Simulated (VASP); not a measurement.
**In: single point with PBE**

The system is In.

```
In
1.0
     0.00000    2.36700    2.36700
     2.36700    0.00000    2.36700
     2.36700    2.36700    0.00000
In
1
Direct
  0.00000 0.00000 0.00000
```

This isn't the form of In at room conditions, which is tetragonal.

```yaml
Program: VASP 6.6.1
Task: single point
Functional: PBE
Potentials_or_basis: VASP PAW PBE potentials, release 64 (In_d)
Cutoff: 500 eV
k_mesh: 8 × 8 × 8
Occupations: gaussian, width 0.05 eV
Spin: no spin polarisation
```

| Property | Result |
| --- | --- |
| Pressure | 1.4 GPa |
| Band gap on the k mesh | zero (an odd number of electrons rules out a gap without spin polarisation) |

Levels at points of the mesh, in eV from the Fermi level:
```csv
k point,band 4,band 5,band 6,band 7,band 8,band 9
"(0.00, 0.00, 0.00)",-14.61,-14.61,-9.61,10.29,10.29,10.29
"(0.50, 0.00, 0.00)",-14.46,-14.46,-4.47,-3.48,8.17,8.17
"(0.50, 0.50, 0.00)",-14.43,-14.43,-2.33,-2.27,3.85,3.85
```

Wall time 4.1 s on 1 thread of Intel(R) Xeon(R) Platinum 8259CL CPU @ 2.50GHz (Skylake/Cascade Lake), on a shared host, peak memory 0.13 GiB.

Caveat: spin-orbit coupling is left out, which moves the levels of the heavy elements.
